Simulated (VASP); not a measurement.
## RbCl: vibrations by perturbation theory with PBEsol

Crystal: RbCl.

```
CELL_PARAMETERS angstrom
0.00000 3.29568 3.29568
3.29568 0.00000 3.29568
3.29568 3.29568 0.00000
ATOMIC_POSITIONS crystal
Rb 0.00000 0.00000 0.00000
Cl 0.50000 0.50000 0.50000
```

```
Program                : VASP 6.6.1
Task                   : vibrations by perturbation theory
Functional             : PBEsol
Potentials or basis    : VASP PAW PBE potentials, release 64 (Rb_sv, Cl)
Cutoff                 : 500 eV
k mesh                 : 6 × 6 × 6
Occupations            : gaussian, width 0.01 eV
Spin                   : no spin polarisation
Dipole correction      : no
Further INCAR settings : ALGO = Normal; EDIFF = 1e-08; IBRION = 8; NSW = 1
```

```yaml
Highest_phonon_frequency_at_Γ_LO-TO_splitting_left_out: 108 cm⁻¹
```

Phonon frequencies in cm⁻¹ (negative: imaginary):
| q point | frequencies |
| --- | --- |
| (0.000, 0.000, 0.000) | 0 0 0 108 108 108 |

Run time: 2.6 min on 1 thread of Intel(R) Xeon(R) Platinum 8259CL CPU @ 2.50GHz (Skylake/Cascade Lake), with other jobs on the host, peak memory 0.26 GiB.
